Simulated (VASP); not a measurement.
A run of VASP 6.6.1:

The input INCAR:

```
PREC = Accurate
ENCUT = 600
EDIFF = 1E-7
ISMEAR = 0
SIGMA = 0.1
LREAL = False
LASPH = True
NELM = 120
ALGO = Normal
ISIF = 3
LWAVE = False
LCHARG = False
GGA = PE
IBRION = 2
NSW = 80
EDIFFG = -0.015
GGA_COMPAT = False
NELMIN = 4
```

KPOINTS

```
regular mesh
0
Gamma
  8 6 6
```

File POSCAR:

```
Al2Cu
1.0
    0.0000000000      0.0000000000      4.8828853604
   -6.0524867093      0.0000000000      0.0000000000
    0.0000000000     -6.0524867093      0.0000000000
Al Cu
8 4
Direct
    1.0000000000      0.3413053791      0.1586946209
    0.5000000000      0.8413053791      0.6586946209
    0.5000000000      0.3413053791      0.8413053791
    1.0000000000      0.8413053791      0.3413053791
    0.0000000000      0.1586946209      0.6586946209
    0.5000000000      0.6586946209      0.1586946209
    0.5000000000      0.1586946209      0.3413053791
    0.0000000000      0.6586946209      0.8413053791
    0.7500000000      0.5000000000      0.5000000000
    0.2500000000      1.0000000000      1.0000000000
    0.2500000000      0.5000000000      0.5000000000
    0.7500000000      1.0000000000      1.0000000000
```

Potentials or basis: VASP PAW PBE potentials, release 64 (Al, Cu).

Command:

```sh
$ cat potpaw_PBE.64/Al/POTCAR potpaw_PBE.64/Cu/POTCAR > POTCAR
$ mpirun -np 1 vasp_std > vasp.out
```

Hardware: 1 thread of Intel Xeon 8259CL, with other jobs on the host.

Question: Estimate the wall time of this run.

Answer: Wall time 43 min on 1 thread of Intel Xeon 8259CL (shared host), peak memory 0.54 GiB. Counts: scf iterations 51, k points 50, ion steps 5.
